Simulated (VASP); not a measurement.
# Ca (P6_3/mmc) in VASP: a series of runs

Runs on Ca. Level: PBE. Tasks: single point.

Program: VASP 6.6.1. These are calculated values, not measurements. Logs are shortened: lines on timing, memory, paths and dates and some standing lists are left out, and cuts for length are marked.

### Step 1. The cell of the first run

The structure is hexagonal, space group P6_3/mmc (No. 194). Conventional cell: a = 3.073 Å, b = 3.073 Å, c = 5.188 Å, α = 90.00°, β = 90.00°, γ = 120.00°. Within 4.0 Å of Ca (site symmetry -6m2) lie 12 Ca at 3.07 to 3.14 Å.

### Step 2. Single point, PBE

Contents of INCAR:

```
SYSTEM = Ca
  PREC = Accurate
  ENCUT = 520
  EDIFF = 1E-7
  ISMEAR = -1
  SIGMA = 0.05
  LREAL = .False.
  LASPH = .True.
  NELM = 80
  ALGO = Normal
  ISIF = 2
  LWAVE = .False.
  LCHARG = .False.
  GGA = PE
  NBANDS = 17
```

Contents of KPOINTS:

```
Automatic mesh
0
Gamma
  14 14 8
  0 0 0
```

Contents of POSCAR:

```
Ca
1.0
    3.0732313488      0.0000000000      0.0000000000
   -1.5366156744      2.6614964197      0.0000000000
    0.0000000000      0.0000000000      5.1880193973
Ca
2
Direct
    0.3333333333      0.6666666667      0.2500000000
    0.6666666667      0.3333333333      0.7500000000
```

Potentials or basis: VASP PAW PBE potentials, release 64 (Ca_sv).

Launch:

```bash
cat potpaw_PBE.64/Ca_sv/POTCAR > POTCAR
mpirun -np 1 vasp_std > vasp.out
```

OUTCAR:

```text
SYSTEM = Ca
   PREC = Accurate
   ENCUT = 520
   EDIFF = 1E-7
   ISMEAR = -1
   LREAL = .False.
   LASPH = .True.
   NELM = 80
   ISIF = 2
   GGA = PE

 ion  position               nearest neighbor table
   1  0.333  0.667  0.250-   2 3.14   2 3.14   2 3.14   2 3.14   2 3.14   2 3.14
   2  0.667  0.333  0.750-   1 3.14   1 3.14   1 3.14   1 3.14   1 3.14   1 3.14

  LATTYP: Found a hexagonal cell.
 ALAT       =     3.0732313488
 C/A-ratio  =     1.6881317442

  Lattice vectors:

 A1 = (   3.0732313488,   0.0000000000,   0.0000000000)
 A2 = (  -1.5366156744,   2.6614964197,   0.0000000000)
 A3 = (   0.0000000000,   0.0000000000,   5.1880193973)

Analysis of symmetry for initial positions (statically):
=====================================================================
 Subroutine PRICEL returns:
 Original cell was already a primitive cell.

 Routine SETGRP: Setting up the symmetry group for a
 hexagonal supercell.

 Subroutine GETGRP returns: Found 24 space group operations
 (whereof 12 operations were pure point group operations)
 out of a pool of 24 trial point group operations.

The static configuration has the point symmetry D_3d.
 The point group associated with its full space group is D_6h.

Analysis of symmetry for dynamics (positions and initial velocities):
=====================================================================
 Subroutine PRICEL returns:
 Original cell was already a primitive cell.

 Routine SETGRP: Setting up the symmetry group for a
 hexagonal supercell.

 Subroutine GETGRP returns: Found 24 space group operations
 (whereof 12 operations were pure point group operations)
 out of a pool of 24 trial point group operations.

The dynamic configuration has the point symmetry D_3d.
 The point group associated with its full space group is D_6h.

 Subroutine INISYM returns: Found 24 space group operations
 (whereof 12 operations are pure point group operations),
 and found     1 'primitive' translations

----------------------------------------------------------------------------------------

                                     Primitive cell

  volume of cell :      42.4349

  direct lattice vectors                    reciprocal lattice vectors
     3.073231349  0.000000000  0.000000000     0.325390407  0.187864239  0.000000000
    -1.536615674  2.661496420  0.000000000     0.000000000  0.375728478  0.000000000
     0.000000000  0.000000000  5.188019397     0.000000000  0.000000000  0.192751785

  length of vectors
     3.073231349  3.073231349  5.188019397     0.375728478  0.375728478  0.192751785

  position of ions in fractional coordinates (direct lattice)
     0.333333333  0.666666667  0.250000000
     0.666666667  0.333333333  0.750000000

  ion indices of the primitive-cell ions
   primitive index   ion index
                 1           1
                 2           2

----------------------------------------------------------------------------------------

 KPOINTS: Automatic mesh

Automatic generation of k-mesh.
 Grid dimensions read from file:
 generate k-points for:   14   14    8

 Generating k-lattice:

  Cartesian coordinates                     Fractional coordinates (reciprocal lattice)
     0.023242172  0.013418874  0.000000000     0.071428571  0.000000000  0.000000000
     0.000000000  0.026837748  0.000000000     0.000000000  0.071428571  0.000000000
     0.000000000  0.000000000  0.024093973     0.000000000  0.000000000  0.125000000

  Length of vectors
     0.026837748  0.026837748  0.024093973

  Shift w.r.t. Gamma in fractional coordinates (k-lattice)
     0.000000000  0.000000000  0.000000000

 Subroutine IBZKPT returns following result:
 ===========================================

 Found    120 irreducible k-points:

 Following reciprocal coordinates:
            Coordinates               Weight
  0.000000  0.000000  0.000000      1.000000
  0.071429  0.000000  0.000000      6.000000
  0.142857  0.000000  0.000000      6.000000
  0.214286  0.000000  0.000000      6.000000
  0.285714  0.000000  0.000000      6.000000
  0.357143 -0.000000  0.000000      6.000000
[... 16 lines left out ...]
  0.285714  0.285714  0.000000      6.000000
  0.357143  0.285714  0.000000      6.000000
 [... further k-points ...]
   k-points           NKPTS =    120   k-points in BZ     NKDIM =    120   number of bands    NBANDS=     17
   number of dos      NEDOS =    301   number of ions     NIONS =      2
   total plane-waves  NPLWV =  23040
   dimension x,y,z NGX =    24 NGY =   24 NGZ =   40
   dimension x,y,z NGXF=    48 NGYF=   48 NGZF=   80
   ions per type =               2
   NGX,Y,Z   is equivalent  to a cutoff of  12.98, 12.98, 12.82 a.u.
   NGXF,Y,Z  is equivalent  to a cutoff of  25.97, 25.97, 25.64 a.u.
 SYSTEM =  Ca
   PREC   = accura    normal or accurate (medium, high low for compatibility)
   ISTART =      0    job   : 0-new  1-cont  2-samecut
   ICHARG =      2    charge: 1-file 2-atom 10-const
   ISPIN  =      1    spin polarized calculation?
   LNONCOLLINEAR =      F non collinear calculations
   LSORBIT =      F    spin-orbit coupling
   LASPH  =      T    aspherical Exc in radial PAW
   ENCUT  =  520.0 eV  38.22 Ry    6.18 a.u.   5.71  5.71  9.65*2*pi/ulx,y,z
   NELM   =     80;   NELMIN=  2; NELMDL= -5     # of ELM steps
   EDIFF  = 0.1E-06   stopping-criterion for ELM
   LREAL  =      F    real-space projection
   EDIFFG = 0.1E-05   stopping-criterion for IOM
   NSW    =      0    number of steps for IOM
   IBRION =     -1    ionic relax: 0-MD 1-quasi-New 2-CG
   NFREE  =      0    steps in history (QN), initial steepest desc. (CG)
   ISIF   =      2    stress and relaxation
   ISYM   =      2    0-nonsym 1-usesym 2-fastsym
   POTIM  = 0.5000    time-step for ionic-motion
   TEBEG  =    0.0;   TEEND  =   0.0 temperature during run
   PSTRESS=    0.0 pullay stress
   NELECT =      20.0000    total number of electrons
   NUPDOWN=      -1.0000    fix difference up-down
   EMIN   =  10.00;   EMAX   =-10.00  energy-range for DOS
   EFERMI =   0.00;   METHOD = LEGACY
   ISMEAR =    -1;   SIGMA  =   0.05  broadening in eV -4-tet -1-fermi 0-gaus
   EFERMI_NEDOS =   21; number of points for ismear=-14 and -15
   IALGO  =     38    algorithm
   IMIX   =      4    mixing-type and parameters
     AMIX     =   0.40;   BMIX     =  1.00
     AMIX_MAG =   1.60;   BMIX_MAG =  1.00
  volume/ion in A,a.u.               =      21.22       143.18
  Fermi-wavevector in a.u.,A,eV,Ry     =   1.274023  2.407554 22.084085  1.623134
  Thomas-Fermi vector in A             =   2.406814
   LORBIT       =      0    0 simple, 1 ext, 2 COOP (PROOUT), +10 PAW based schemes
   GGA     = PE    functional components
   LHFCALC =     F    Hartree Fock is set to
   AEXX    =    0.0000 exact exchange contribution
   IVDW    =     0    specifies the selected vdW correction
   LEPSILON=     F    determine dielectric tensor
   LRPA    =     F    only Hartree local field effects (RPA)
 non-spin polarized calculation
  energy-cutoff  :      520.00
  volume of cell :       42.43
 maximum number of plane-waves:      1172
 NGX is ok and might be reduce to    24

 number of electron      20.0000004 magnetization

 Free energy of the ion-electron system (eV)
  ---------------------------------------------------
  ext. energy  EPLUGINS =         0.00000000
  ---------------------------------------------------
  free energy    TOTEN  =        -1.12016919 eV

  energy without entropy =       -1.10557552  energy(sigma->0) =       -1.11287236

 E-fermi :   5.3994     XC(G=0): -10.2186

 val. band max:        5.3969091073   @ k =   0.3571   0.2143   0.1250
 cond. band min:       5.4242238571   @ k =   0.3571  -0.0000   0.1250
 fundamental gap:      0.0273147497
 Fermi energy:         5.3994271668

 k-point     1 :       0.0000    0.0000    0.0000
  band No.  band energies     occupation
      1     -35.3178      2.00000
      2     -35.0971      2.00000
      3     -16.9290      2.00000
      4     -15.8364      2.00000
      5     -15.8364      2.00000
      6     -15.7133      2.00000
[... 9 lines left out ...]
     16       9.2215      0.00000
     17      10.2257      0.00000

 k-point     2 :       0.0714    0.0000    0.0000
  band No.  band energies     occupation
      1     -35.3064      2.00000
      2     -35.0906      2.00000
      3     -16.9070      2.00000
      4     -15.8924      2.00000
      5     -15.8525      2.00000
      6     -15.7674      2.00000
[... 9 lines left out ...]
     16       9.3472      0.00000
     17      10.0290      0.00000

 k-point     3 :       0.1429    0.0000    0.0000
  band No.  band energies     occupation
      1     -35.2742      2.00000
      2     -35.0725      2.00000
      3     -16.8434      2.00000
      4     -16.0489      2.00000
      5     -15.9244      2.00000
      6     -15.8960      2.00000
[... 9 lines left out ...]
     16       9.5020      0.00000
     17       9.7407      0.00000

 k-point     4 :       0.2143    0.0000    0.0000
  band No.  band energies     occupation
      1     -35.2262      2.00000
      2     -35.0472      2.00000
      3     -16.7451      2.00000
      4     -16.2743      2.00000
      5     -16.1394      2.00000
      6     -15.9561      2.00000
[... 9 lines left out ...]
     16       9.5044      0.00000
     17       9.7596      0.00000
[... 343 lines left out ...]
      1     -35.0314      2.00000
      2     -34.9863      2.00000
      3     -16.7914      2.00000
      4     -16.6131      2.00000
      5     -16.3673      2.00000
      6     -16.2541      2.00000
[... 9 lines left out ...]
     16      11.2804      0.00000
     17      11.8456      0.00000

 k-point    23 :       0.2857    0.2857    0.0000
  band No.  band energies     occupation
      1     -35.0270      2.00000
      2     -34.9866      2.00000
      3     -16.7251      2.00000
      4     -16.5951      2.00000
      5     -16.4077      2.00000
      6     -16.2398      2.00000
[... 9 lines left out ...]
     16      11.0869      0.00000
     17      11.7649      0.00000

 k-point    24 :       0.3571    0.2857    0.0000
  band No.  band energies     occupation
      1     -35.0098      2.00000
      2     -34.9921      2.00000
      3     -16.7139      2.00000
      4     -16.5407      2.00000
      5     -16.4983      2.00000
      6     -16.2921      2.00000
[... 9 lines left out ...]
     16      11.3955      0.00000
     17      11.7049      0.00000

 [... further k-points ...]

------------------------ aborting loop because EDIFF is reached ----------------------------------------

  FORCE on cell =-STRESS in cart. coord.  units (eV):
  Direction    XX          YY          ZZ          XY          YZ          ZX
  --------------------------------------------------------------------------------------
  -------------------------------------------------------------------------------------
  Total        8.5056552      8.5056552      8.4860277      0.0000000      0.0000000      0.0000000
  in kB      321.1409026    321.1409026    320.3998452      0.0000000      0.0000000      0.0000000
  external PRESSURE =     320.8938834 kB  Pullay stress =       0.0000000 kB

 VOLUME and BASIS-vectors are now :
 -----------------------------------------------------------------------------
  energy-cutoff  :      520.00
  volume of cell :       42.43
      direct lattice vectors                 reciprocal lattice vectors
     3.073231349  0.000000000  0.000000000     0.325390407  0.187864239  0.000000000
    -1.536615674  2.661496420  0.000000000     0.000000000  0.375728478  0.000000000
     0.000000000  0.000000000  5.188019397     0.000000000  0.000000000  0.192751785

 POSITION                                       TOTAL-FORCE (eV/Angst)
 -----------------------------------------------------------------------------------
     -0.00000      1.77433      1.29700         0.000000     -0.000000      0.000000
      1.53662      0.88717      3.89101        -0.000000      0.000000      0.000000
 -----------------------------------------------------------------------------------
    total drift:                                0.000000     -0.000000      0.000000

  FREE ENERGIE OF THE ION-ELECTRON SYSTEM (eV)
  ---------------------------------------------------
  free  energy   TOTEN  =        -1.1201691904 eV

  energy  without entropy=       -1.1055755215  energy(sigma->0) =       -1.11287236
```

Wall time 62 s (1 thread of Intel Xeon 6975P-C, shared host); peak memory 0.21 GiB.

What came out:

```
Free energy            : -1.1202 eV
Pressure               : 32.1 GPa
Band gap on the k mesh : zero (band 10 reaches 5.73 eV, above the bottom of band 11 at 4.87 eV)
```

Levels at points of the mesh, in eV from the Fermi level:
```
           k point  band 6  band 7  band 8  band 9  band 10  band 11  band 12  band 13  band 14  band 15
(0.00, 0.00, 0.00)  -21.11  -21.11  -21.11   -4.63    -1.27     1.45     2.92     3.22     3.22     3.82
(0.50, 0.00, 0.00)  -21.53  -21.36  -21.29   -0.82    -0.71    -0.53     1.15     2.33     3.15     3.25
(0.00, 0.00, 0.50)  -21.17  -21.17  -21.17   -2.92    -2.92     1.76     1.76     3.23     3.23     3.23
(0.50, 0.00, 0.50)  -21.41  -21.41  -21.41   -1.22    -1.22     0.82     0.82     2.84     2.84     4.60
```

### Step 3. Single point, PBE

Contents of INCAR:

```
PREC = Accurate ; ENCUT = 520
EDIFF = 1E-6 ; ISMEAR = -1
SIGMA = 0.05 ; LREAL = False
LASPH = True ; NELM = 100
ALGO = Normal ; ISIF = 2
LWAVE = False ; LCHARG = False
GGA = PE ; NBANDS = 17
```

Contents of KPOINTS:

```
regular mesh
0
Gamma
  14 14 8
```

POSCAR is that of step 2.

Potentials or basis: VASP PAW PBE potentials, release 64 (Ca_sv).

Launch:

```bash
cat potpaw_PBE.64/Ca_sv/POTCAR > POTCAR
mpirun -np 1 vasp_std > vasp.out
```

Wall time 51 s (1 thread of Intel Xeon 6975P-C, shared host); peak memory 0.21 GiB.

The run converged. Its results:

```
Free energy            : -1.1202 eV
Pressure               : 32.1 GPa
Band gap on the k mesh : zero (band 10 reaches 5.73 eV, above the bottom of band 11 at 4.87 eV)
```

Stress tensor (GPa, compression positive):
```
32.10  0.00  0.00
 0.00 32.10  0.00
 0.00  0.00 32.03
```

Levels at points of the mesh, in eV from the Fermi level:
| k point | band 6 | band 7 | band 8 | band 9 | band 10 | band 11 | band 12 | band 13 | band 14 | band 15 |
| --- | --- | --- | --- | --- | --- | --- | --- | --- | --- | --- |
| (0.00, 0.00, 0.00) | -21.11 | -21.11 | -21.11 | -4.63 | -1.27 | 1.45 | 2.92 | 3.22 | 3.22 | 3.82 |
| (0.50, 0.00, 0.00) | -21.53 | -21.36 | -21.29 | -0.82 | -0.71 | -0.53 | 1.15 | 2.33 | 3.15 | 3.25 |
| (0.00, 0.00, 0.50) | -21.17 | -21.17 | -21.17 | -2.92 | -2.92 | 1.76 | 1.76 | 3.23 | 3.23 | 3.23 |
| (0.50, 0.00, 0.50) | -21.41 | -21.41 | -21.41 | -1.22 | -1.22 | 0.82 | 0.82 | 2.84 | 2.84 | 4.60 |

### Step 4. Single point, PBE

This run uses another cell than the first one: it holds 4 atoms, not 2.

Contents of INCAR:

```
SYSTEM = Ca
ALGO = Normal ; EDIFF = 1E-7
ENCUT = 520 ; GGA = PE
ISIF = 2 ; ISMEAR = -1
LASPH = .True. ; LCHARG = .False.
LREAL = .False. ; LWAVE = .False.
NBANDS = 28 ; NELM = 60
PREC = Accurate ; SIGMA = 0.05
```

Contents of KPOINTS:

```
k-points
0
Gamma
  9 9 6
  0 0 0
```

Contents of POSCAR:

```
Ca
1.0
    3.1002076810      0.0000000000      0.0000000000
   -1.5501038405      2.6848586088      0.0000000000
    0.0000000000      0.0000000000     10.3076779614
Ca
4
Direct
    0.0000000000      0.0000000000      0.0000000000
    0.0000000000      0.0000000000      0.5000000000
    0.3333333333      0.6666666667      0.2500000000
    0.6666666667      0.3333333333      0.7500000000
```

Launch:

```bash
cat potpaw_PBE.64/Ca_sv/POTCAR > POTCAR
mpirun -np 1 vasp_std > vasp.out
```

Run time: 1.7 min. Hardware: 1 thread of Intel Xeon 6975P-C, shared host; peak memory 0.25 GiB.

It converged, with:

| Quantity | Value |
| --- | --- |
| Free energy | -2.3685 eV |
| Pressure | 32.1 GPa |
| Band gap on the k mesh | zero (band 20 reaches 5.60 eV, above the bottom of band 21 at 5.36 eV) |

Levels at points of the mesh, in eV from the Fermi level:
```csv
k point,band 18,band 19,band 20,band 21,band 22,band 23
"(0.00, 0.00, 0.00)",-3.02,-3.01,-1.36,1.42,1.70,1.72
"(0.00, 0.00, 0.50)",-4.25,-1.78,-1.78,1.31,1.31,2.52
```
